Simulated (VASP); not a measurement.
Input of a VASP 6.6.1 run:

INCAR

```
  PREC = Accurate
  ENCUT = 600
  EDIFF = 1E-6
  ISMEAR = 0
  SIGMA = 0.1
  LREAL = F
  LASPH = T
  NELM = 100
  ALGO = Normal
  ISIF = 3
  LWAVE = F
  LCHARG = F
  GGA = CA
  IBRION = 2
  NSW = 100
  EDIFFG = -0.005
```

Contents of KPOINTS:

```
regular mesh
0
Gamma
  14 14 14
```

Contents of POSCAR:

```
MgRh
1.0
    3.0992000000      0.0000000000      0.0000000000
    0.0000000000      3.0992000000      0.0000000000
    0.0000000000      0.0000000000      3.0992000000
Mg Rh
1 1
Direct
    0.0000000000      0.0000000000      0.0000000000
    0.5000000000      0.5000000000      0.5000000000
```

Potentials or basis: VASP PAW LDA potentials, release 64 (Mg, Rh_pv).

Command:

```sh
$ cat potpaw_LDA.64/Mg/POTCAR potpaw_LDA.64/Rh_pv/POTCAR > POTCAR
$ mpirun -np 1 vasp_std > vasp.out
```

Question: What does it give for the space group after relaxing (to 0.05 Å)?

Answer: Pm-3m (No. 221).

Question: What does it give for the relaxed cell?

Answer: a = 3.045 Å, b = 3.045 Å, c = 3.045 Å, α = 90.00°, β = 90.00°, γ = 90.00°.

Question: What does it give for the relaxed volume?

Answer: 14.12 Å³/atom.

Step by step:
```tsv
step	energy change (eV)	largest force (eV/Å)	pressure (GPa)	volume (Å³)
1	0.0000	0.0000	-6.74	29.77
2	-0.0146	0.0000	6.02	27.15
3	-0.0340	0.0000	-0.04	28.23
```

LDA usually gives volumes a few per cent too small. Zero-point motion and thermal expansion aren't in these numbers.
